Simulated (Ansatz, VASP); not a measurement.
## ZrHCl4: VASP beside Ansatz

Contents of INCAR:

```
SYSTEM = ZrHCl4
PREC = Accurate ; ENCUT = 600
EDIFF = 1E-6 ; ISMEAR = 0
SIGMA = 0.1 ; LREAL = .False.
LASPH = .True. ; NELM = 80
ALGO = Normal ; ISIF = 3
LWAVE = .False. ; LCHARG = .False.
GGA = PE ; IBRION = 2
NSW = 90 ; EDIFFG = -0.04
```

The input KPOINTS:

```
Automatic mesh
0
Gamma
  4 4 4
  0 0 0
```

Contents of POSCAR:

```
ZrHCl4
1.0
    4.1597025000      0.0000000000      0.0000000000
    0.0000000000      4.1597025000      0.0000000000
    0.0000000000      0.0000000000      7.3109406500
Zr H Cl
1 1 4
Direct
    0.0000000000      0.0000000000      0.0000000000
    0.5000000000      0.5000000000      0.5000000000
    0.5000000000      0.0000000000      0.0000000000
    0.0000000000      0.5000000000      0.0000000000
    0.0000000000      0.0000000000      0.2737000000
    0.0000000000      0.0000000000      0.7263000000
```

Input for Ansatz:

```yaml
crystal:
  lattice:
    - [4.1597025, 0.0, 0.0]
    - [0.0, 4.1597025, 0.0]
    - [0.0, 0.0, 7.31094065]
  atoms:
    - { symbol: Zr, position: [0.0, 0.0, 0.0] }
    - { symbol: H, position: [0.5, 0.5, 0.5] }
    - { symbol: Cl, position: [0.5, 0.0, 0.0] }
    - { symbol: Cl, position: [0.0, 0.5, 0.0] }
    - { symbol: Cl, position: [0.0, 0.0, 0.2737] }
    - { symbol: Cl, position: [0.0, 0.0, 0.7263] }
basis:
  ecutwfc: 420
kpoints:
  mp_grid: { grid: [4, 4, 4] }
hamiltonian:
  xc: pbe
scf:
  occupations: { method: gaussian, width: 0.1 }
  lower_state_search: "off"
output:
  forces: true
  stress: true
  eigenvalues: true
relax:
  adjacent_minimum: "off"
  f_tol: 0.04
  max_steps: 70
  cell: { stress_tol: 0.4 }
```

Change from the starting cell: species swapped into the AlTlF4 type (P4/mmm, No. 123).

Alike in both runs: task relaxation of cell and atoms; functional PBE; k mesh 4 × 4 × 4; occupations gaussian, width 0.1 eV; no spin polarisation.

```csv
,VASP,Ansatz
version,VASP 6.6.1,Ansatz 0.2.0
potentials or method,"VASP PAW PBE potentials, release 64 (Zr_sv, H, Cl), cutoff 600 eV","scalar-relativistic, plane waves, PAW"
valence electrons in the cell,41,41
```

|  | VASP | Ansatz | Ansatz less VASP |
| --- | --- | --- | --- |
| gap on the k mesh at the Fermi level, each at its own relaxed structure (eV) | none | none | - |
| relaxed volume (Å³/atom) | 36.18 | 36.88 | +0.703 |
| relaxed cell length with the largest relative difference (Å) | 8.400 | 8.526 | +0.1266 |

A gap of «none» marks a metal or a gap that the smearing closes.

The k mesh is coarse, so the values compare programs but aren't converged. Noted on VASP's run: the volume moved by over 15 % at a fixed basis, so the end points are rough.
